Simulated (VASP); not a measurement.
# BP (F-43m) in VASP: further runs

BP is run at these levels: r2SCAN; tasks: single point, relaxation of cell and atoms.

All numbers are computed with VASP 6.6.1; they aren't measurements. Logs are shortened: lines on timing, memory, paths and dates and some standing lists are left out, and cuts for length are marked.

### Step 1. The cell of the first run

It takes space group F-43m (No. 216, cubic). The conventional cell has a = 4.532 Å, b = 4.532 Å, c = 4.532 Å, α = 90.00°, β = 90.00°, γ = 90.00°. Within 2.6 Å of B (site symmetry -43m) lie 4 P at 1.96 Å. Within 2.6 Å of P (site symmetry -43m) lie 4 B at 1.96 Å.

### Step 2. Single point, r2SCAN

POSCAR reads:

```
BP
1.0
    0.0000000000      2.2660723800      2.2660723800
    2.2660723800      0.0000000000      2.2660723800
    2.2660723800      2.2660723800      0.0000000000
B P
1 1
Direct
    0.0000000000      0.0000000000      0.0000000000
    0.7500000000      0.7500000000      0.7500000000
```

INCAR.step1 reads:

```
PREC = Accurate ; ENCUT = 520
ISMEAR = 0 ; SIGMA = 0.1
LREAL = F ; LASPH = T
NELM = 80 ; NBANDS = 11
GGA = PE ; ALGO = Normal
EDIFF = 1E-4 ; LWAVE = T
LCHARG = F
```

INCAR.step2 reads:

```
PREC = Accurate ; ENCUT = 520
EDIFF = 1E-6 ; ISMEAR = 0
SIGMA = 0.1 ; LREAL = F
LASPH = T ; NELM = 80
ALGO = Normal ; ISIF = 2
LWAVE = F ; LCHARG = F
METAGGA = R2SCAN ; LMIXTAU = T
NBANDS = 11 ; ISTART = 1
```

KPOINTS reads:

```
regular mesh
0
Gamma
  8 8 8
```

Potentials or basis: VASP PAW PBE potentials, release 64 (B, P).

Run with:

```sh
$ cat potpaw_PBE.64/B/POTCAR potpaw_PBE.64/P/POTCAR > POTCAR
$ cp INCAR.step1 INCAR
$ mpirun -np 1 vasp_std > vasp.out
$ cp INCAR.step2 INCAR
$ mpirun -np 1 vasp_std > vasp.out
```

OUTCAR:

```text
PREC = Accurate
   ENCUT = 520
   EDIFF = 1E-6
   ISMEAR = 0
   LREAL = F
   LASPH = T
   NELM = 80
   ISIF = 2
   METAGGA = R2SCAN
   ISTART = 1

 ion  position               nearest neighbor table
   1  0.000  0.000  0.000-   2 1.96   2 1.96   2 1.96   2 1.96
   2  0.750  0.750  0.750-   1 1.96   1 1.96   1 1.96   1 1.96

  LATTYP: Found a face centered cubic cell.
 ALAT       =     4.5321447600

  Lattice vectors:

 A1 = (   0.0000000000,   2.2660723800,   2.2660723800)
 A2 = (   2.2660723800,   0.0000000000,   2.2660723800)
 A3 = (   2.2660723800,   2.2660723800,   0.0000000000)

Analysis of symmetry for initial positions (statically):
=====================================================================
 Subroutine PRICEL returns:
 Original cell was already a primitive cell.

 Routine SETGRP: Setting up the symmetry group for a
 face centered cubic supercell.

 Subroutine GETGRP returns: Found 24 space group operations
 (whereof 24 operations were pure point group operations)
 out of a pool of 48 trial point group operations.

The static configuration has the point symmetry T_d .

Analysis of symmetry for dynamics (positions and initial velocities):
=====================================================================
 Subroutine PRICEL returns:
 Original cell was already a primitive cell.

 Routine SETGRP: Setting up the symmetry group for a
 face centered cubic supercell.

 Subroutine GETGRP returns: Found 24 space group operations
 (whereof 24 operations were pure point group operations)
 out of a pool of 48 trial point group operations.

The dynamic configuration has the point symmetry T_d .

 Subroutine INISYM returns: Found 24 space group operations
 (whereof 24 operations are pure point group operations),
 and found     1 'primitive' translations

----------------------------------------------------------------------------------------

                                     Primitive cell

  volume of cell :      23.2729

  direct lattice vectors                    reciprocal lattice vectors
     0.000000000  2.266072380  2.266072380    -0.220646085  0.220646085  0.220646085
     2.266072380  0.000000000  2.266072380     0.220646085 -0.220646085  0.220646085
     2.266072380  2.266072380  0.000000000     0.220646085  0.220646085 -0.220646085

  length of vectors
     3.204710293  3.204710293  3.204710293     0.382170230  0.382170230  0.382170230

  position of ions in fractional coordinates (direct lattice)
     0.000000000  0.000000000  0.000000000
     0.750000000  0.750000000  0.750000000

  ion indices of the primitive-cell ions
   primitive index   ion index
                 1           1
                 2           2

----------------------------------------------------------------------------------------

 KPOINTS: regular mesh

Automatic generation of k-mesh.
 Grid dimensions read from file:
 generate k-points for:    8    8    8

 Generating k-lattice:

  Cartesian coordinates                     Fractional coordinates (reciprocal lattice)
    -0.027580761  0.027580761  0.027580761     0.125000000  0.000000000  0.000000000
     0.027580761 -0.027580761  0.027580761     0.000000000  0.125000000  0.000000000
     0.027580761  0.027580761 -0.027580761     0.000000000  0.000000000  0.125000000

  Length of vectors
     0.047771279  0.047771279  0.047771279

  Shift w.r.t. Gamma in fractional coordinates (k-lattice)
     0.000000000  0.000000000  0.000000000

 Subroutine IBZKPT returns following result:
 ===========================================

 Found     29 irreducible k-points:

 Following reciprocal coordinates:
            Coordinates               Weight
  0.000000  0.000000  0.000000      1.000000
  0.125000  0.000000  0.000000      8.000000
  0.250000  0.000000  0.000000      8.000000
  0.375000  0.000000  0.000000      8.000000
  0.500000  0.000000  0.000000      4.000000
  0.125000  0.125000  0.000000      6.000000
[... 16 lines left out ...]
  0.500000  0.250000  0.125000     48.000000
 -0.375000  0.250000  0.125000     24.000000
 [... further k-points ...]
   k-points           NKPTS =     29   k-points in BZ     NKDIM =     29   number of bands    NBANDS=     11
   number of dos      NEDOS =    301   number of ions     NIONS =      2
   total plane-waves  NPLWV =  13824
   dimension x,y,z NGX =    24 NGY =   24 NGZ =   24
   dimension x,y,z NGXF=    48 NGYF=   48 NGZF=   48
   ions per type =               1   1
   NGX,Y,Z   is equivalent  to a cutoff of  12.45, 12.45, 12.45 a.u.
   NGXF,Y,Z  is equivalent  to a cutoff of  24.90, 24.90, 24.90 a.u.
 SYSTEM =  unknown system
   PREC   = accura    normal or accurate (medium, high low for compatibility)
   ISTART =      1    job   : 0-new  1-cont  2-samecut
   ICHARG =      0    charge: 1-file 2-atom 10-const
   ISPIN  =      1    spin polarized calculation?
   LNONCOLLINEAR =      F non collinear calculations
   LSORBIT =      F    spin-orbit coupling
   LASPH  =      T    aspherical Exc in radial PAW
   ENCUT  =  520.0 eV  38.22 Ry    6.18 a.u.   5.96  5.96  5.96*2*pi/ulx,y,z
   NELM   =     80;   NELMIN=  2; NELMDL=  0     # of ELM steps
   EDIFF  = 0.1E-05   stopping-criterion for ELM
   LREAL  =      F    real-space projection
   EDIFFG = 0.1E-04   stopping-criterion for IOM
   NSW    =      0    number of steps for IOM
   IBRION =     -1    ionic relax: 0-MD 1-quasi-New 2-CG
   NFREE  =      0    steps in history (QN), initial steepest desc. (CG)
   ISIF   =      2    stress and relaxation
   ISYM   =      2    0-nonsym 1-usesym 2-fastsym
   POTIM  = 0.5000    time-step for ionic-motion
   TEBEG  =    0.0;   TEEND  =   0.0 temperature during run
   PSTRESS=    0.0 pullay stress
   NELECT =       8.0000    total number of electrons
   NUPDOWN=      -1.0000    fix difference up-down
   EMIN   =  10.00;   EMAX   =-10.00  energy-range for DOS
   EFERMI =   0.00;   METHOD = LEGACY
   ISMEAR =     0;   SIGMA  =   0.10  broadening in eV -4-tet -1-fermi 0-gaus
   EFERMI_NEDOS =   21; number of points for ismear=-14 and -15
   IALGO  =     38    algorithm
   IMIX   =      4    mixing-type and parameters
     AMIX     =   0.40;   BMIX     =  1.00
     AMIX_MAG =   1.60;   BMIX_MAG =  1.00
  volume/ion in A,a.u.               =      11.64        78.53
  Fermi-wavevector in a.u.,A,eV,Ry     =   1.146800  2.167138 17.893708  1.315150
  Thomas-Fermi vector in A             =   2.283483
   LORBIT       =      0    0 simple, 1 ext, 2 COOP (PROOUT), +10 PAW based schemes
   METAGGA = R2SCAN    functional components
   LHFCALC =     F    Hartree Fock is set to
   AEXX    =    0.0000 exact exchange contribution
   IVDW    =     0    specifies the selected vdW correction
   LEPSILON=     F    determine dielectric tensor
   LRPA    =     F    only Hartree local field effects (RPA)
 non-spin polarized calculation
 Gauss-broadening in eV      SIGMA  =   0.10
  energy-cutoff  :      520.00
  volume of cell :       23.27
 maximum number of plane-waves:       638
   NGX = 11   NGY = 11   NGZ = 11

 number of electron       8.0000000 magnetization

 Free energy of the ion-electron system (eV)
  ---------------------------------------------------
  ext. energy  EPLUGINS =         0.00000000
  ---------------------------------------------------
  free energy    TOTEN  =       -17.30958153 eV

  energy without entropy =      -17.30958153  energy(sigma->0) =      -17.30958153

 E-fermi :   7.8475     XC(G=0): -11.5181

 val. band max:        7.4359662604   @ k =   0.0000   0.0000   0.0000
 cond. band min:       8.9081088266   @ k =   0.3750   0.3750   0.0000
 fundamental gap:      1.4721425662
 Fermi energy:         7.8474911608

 k-point     1 :       0.0000    0.0000    0.0000
  band No.  band energies     occupation
      1      -8.8594      2.00000
      2       7.4360      2.00000
      3       7.4360      2.00000
      4       7.4360      2.00000
      5      11.0819      0.00000
      6      11.0819      0.00000
      7      11.0819      0.00000
      8      15.5087      0.00000
      9      19.8694      0.00000
     10      20.0931      0.00000
     11      20.0931      0.00000

 k-point     2 :       0.1250    0.0000    0.0000
  band No.  band energies     occupation
      1      -8.5631      2.00000
      2       5.4798      2.00000
      3       6.9815      2.00000
      4       6.9815      2.00000
      5      11.6932      0.00000
      6      11.7139      0.00000
      7      11.7139      0.00000
      8      16.3240      0.00000
      9      19.1917      0.00000
     10      19.1917      0.00000
     11      20.7380      0.00000

 k-point     3 :       0.2500    0.0000    0.0000
  band No.  band energies     occupation
      1      -7.6938      2.00000
      2       2.3249      2.00000
      3       6.2487      2.00000
      4       6.2487      2.00000
      5      11.8117      0.00000
      6      12.5340      0.00000
      7      12.5340      0.00000
      8      17.8610      0.00000
      9      18.9590      0.00000
     10      18.9590      0.00000
     11      21.4005      0.00000

 k-point     4 :       0.3750    0.0000    0.0000
  band No.  band energies     occupation
      1      -6.3629      2.00000
      2      -0.5490      2.00000
      3       5.7403      2.00000
      4       5.7403      2.00000
      5      11.6672      0.00000
      6      12.5849      0.00000
      7      12.5849      0.00000
      8      18.4255      0.00000
      9      20.7607      0.00000
     10      20.7607      0.00000
     11      22.2458      0.00000
[... 239 lines left out ...]
 k-point    22 :       0.3750    0.2500    0.1250
  band No.  band energies     occupation
      1      -6.9298      2.00000
      2       2.2166      2.00000
      3       3.4374      2.00000
      4       5.3417      2.00000
      5      11.2018      0.00000
      6      13.8659      0.00000
      7      14.1192      0.00000
      8      15.5012      0.00000
      9      19.7601      0.00000
     10      22.2379      0.00000
     11      24.1228      0.00000

 k-point    23 :       0.5000    0.2500    0.1250
  band No.  band energies     occupation
      1      -5.6287      2.00000
      2      -0.0690      2.00000
      3       2.7462      2.00000
      4       4.5320      2.00000
      5      11.8975      0.00000
      6      13.3029      0.00000
      7      15.3079      0.00000
      8      16.3576      0.00000
      9      20.7448      0.00000
     10      21.6548      0.00000
     11      25.5690      0.00000

 k-point    24 :      -0.3750    0.2500    0.1250
  band No.  band energies     occupation
      1      -4.6476      2.00000
      2      -1.4976      2.00000
      3       2.6598      2.00000
      4       4.1441      2.00000
      5      11.9960      0.00000
      6      13.0082      0.00000
      7      16.3590      0.00000
      8      17.9707      0.00000
      9      18.5422      0.00000
     10      22.7689      0.00000
     11      25.2727      0.00000

 [... further k-points ...]

------------------------ aborting loop because EDIFF is reached ----------------------------------------

  FORCE on cell =-STRESS in cart. coord.  units (eV):
  Direction    XX          YY          ZZ          XY          YZ          ZX
  --------------------------------------------------------------------------------------
  -------------------------------------------------------------------------------------
  Total       -0.0003477     -0.0003477     -0.0003477     -0.0000000      0.0000000     -0.0000000
  in kB       -0.0239343     -0.0239343     -0.0239343     -0.0000000      0.0000000     -0.0000000
  external PRESSURE =      -0.0239343 kB  Pullay stress =       0.0000000 kB

 VOLUME and BASIS-vectors are now :
 -----------------------------------------------------------------------------
  energy-cutoff  :      520.00
  volume of cell :       23.27
      direct lattice vectors                 reciprocal lattice vectors
     0.000000000  2.266072380  2.266072380    -0.220646085  0.220646085  0.220646085
     2.266072380  0.000000000  2.266072380     0.220646085 -0.220646085  0.220646085
     2.266072380  2.266072380  0.000000000     0.220646085  0.220646085 -0.220646085

 POSITION                                       TOTAL-FORCE (eV/Angst)
 -----------------------------------------------------------------------------------
      0.00000      0.00000      0.00000         0.000000      0.000000      0.000000
      3.39911      3.39911      3.39911        -0.000000     -0.000000     -0.000000
 -----------------------------------------------------------------------------------
    total drift:                               -0.000000     -0.000000     -0.000000

  FREE ENERGIE OF THE ION-ELECTRON SYSTEM (eV)
  ---------------------------------------------------
  free  energy   TOTEN  =       -17.3095815293 eV

  energy  without entropy=      -17.3095815293  energy(sigma->0) =      -17.30958153
```

It took 23 s on 1 thread of Intel Xeon 8259CL, shared host; peak memory 0.14 GiB.

Results:

```
Free energy            : -17.3096 eV
Pressure               : 0.0 GPa
Band gap on the k mesh : 1.47 eV (least direct gap 3.65 eV)
```

Caveat: the PAW data sets were made with another functional, which shifts forces and pressure a little.

### Step 3. Single point, r2SCAN

This run uses another cell than the first one, of 11.67 Å³/atom.

POSCAR reads:

```
BP
1.0
    0.0000000000      2.2681872110      2.2681872110
    2.2681872110      0.0000000000      2.2681872110
    2.2681872110      2.2681872110      0.0000000000
B P
1 1
Direct
    0.0000000000      0.0000000000      0.0000000000
    0.7500000000      0.7500000000      0.7500000000
```

INCAR.step1 reads:

```
SYSTEM = BP
PREC = Accurate ; ENCUT = 520
ISMEAR = 0 ; SIGMA = 0.02
LREAL = .FALSE. ; LASPH = .TRUE.
NELM = 100 ; NBANDS = 11
GGA = PE ; ALGO = Normal
EDIFF = 1E-4 ; LWAVE = .TRUE.
LCHARG = .FALSE.
```

INCAR.step2 reads:

```
SYSTEM = BP
PREC = Accurate ; ENCUT = 520
EDIFF = 1E-7 ; ISMEAR = 0
SIGMA = 0.02 ; LREAL = .FALSE.
LASPH = .TRUE. ; NELM = 100
ALGO = Normal ; ISIF = 2
LWAVE = .FALSE. ; LCHARG = .FALSE.
METAGGA = R2SCAN ; LMIXTAU = .TRUE.
NBANDS = 11 ; ISTART = 1
```

KPOINTS reads:

```
regular mesh
0
G
  10 10 10
  0 0 0
```

Potentials or basis: VASP PAW PBE potentials, release 64 (B, P).

Run with:

```sh
$ cat potpaw_PBE.64/B/POTCAR potpaw_PBE.64/P/POTCAR > POTCAR
$ cp INCAR.step1 INCAR
$ mpirun -np 1 vasp_std > vasp.out
$ cp INCAR.step2 INCAR
$ mpirun -np 1 vasp_std > vasp.out
```

Run time: 41 s. Hardware: 1 thread of Intel Xeon 8259CL, shared host; peak memory 0.14 GiB.

It converged, with:

```
Free energy            : -17.3113 eV
Pressure               : -0.5 GPa
Band gap on the k mesh : 1.45 eV (least direct gap 3.64 eV)
```

Levels at points of the mesh, in eV from the valence-band top:
| k point | band 1 | band 2 | band 3 | band 4 | band 5 | band 6 | band 7 | band 8 | band 9 |
| --- | --- | --- | --- | --- | --- | --- | --- | --- | --- |
| (0.00, 0.00, 0.00) | -16.27 | 0.00 | 0.00 | 0.00 | 3.64 | 3.64 | 3.64 | 8.03 | 12.41 |
| (0.50, 0.00, 0.00) | -12.77 | -9.51 | -1.87 | -1.87 | 4.14 | 5.03 | 5.03 | 10.92 | 15.49 |
| (0.50, 0.50, 0.00) | -11.10 | -9.13 | -4.35 | -4.35 | 1.54 | 1.91 | 13.07 | 13.07 | 16.41 |

Caveat: the PAW data sets were made with another functional, which shifts forces and pressure a little.

[end of part 1 of 2]
